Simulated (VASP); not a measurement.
Set up this calculation in VASP 6.6.1, as the native input.

* Task: single point
* Functional: PBE
* Potentials or basis: VASP PAW PBE potentials, release 64 (P, In_d)
* Cutoff: 520 eV
* k mesh: 5 × 5 × 5
* Occupations: fermi-dirac, width 0.0429 eV
* Spin: no spin polarisation
* Dipole correction: no
* Further INCAR settings: ALGO = Normal; EDIFF = 1e-07; NBANDS = 16

The structure of InP lies in POSCAR:

```
InP
1.0
    0.0000000000      2.9646590000      2.9646590000
    2.9646590000      0.0000000000      2.9646590000
    2.9646590000      2.9646590000      0.0000000000
P In
1 1
Direct
    0.2500000000      0.2500000000      0.2500000000
    0.0000000000      0.0000000000      0.0000000000
```

The input as run:

INCAR

```
PREC = Accurate
ENCUT = 520
EDIFF = 1E-7
ISMEAR = -1
SIGMA = 0.0429
LREAL = F
LASPH = T
NELM = 60
ALGO = Normal
ISIF = 2
LWAVE = F
LCHARG = F
GGA = PE
NBANDS = 16
```

KPOINTS

```
regular mesh
0
Gamma
  5 5 5
```

Potentials or basis: VASP PAW PBE potentials, release 64 (P, In_d).

Command:

```sh
$ cat potpaw_PBE.64/P/POTCAR potpaw_PBE.64/In_d/POTCAR > POTCAR
$ mpirun -np 1 vasp_std > vasp.out
```

It gave:

| Quantity | Value |
| --- | --- |
| Pressure | 0.9 GPa |
| Band gap on the k mesh | 0.52 eV, direct |

Caveat: spin-orbit coupling is left out, which moves the levels of the heavy elements.

It took 6.9 s on 1 thread of Intel(R) Xeon(R) Platinum 8488C (Sapphire Rapids), on a shared host, peak memory 0.17 GiB.
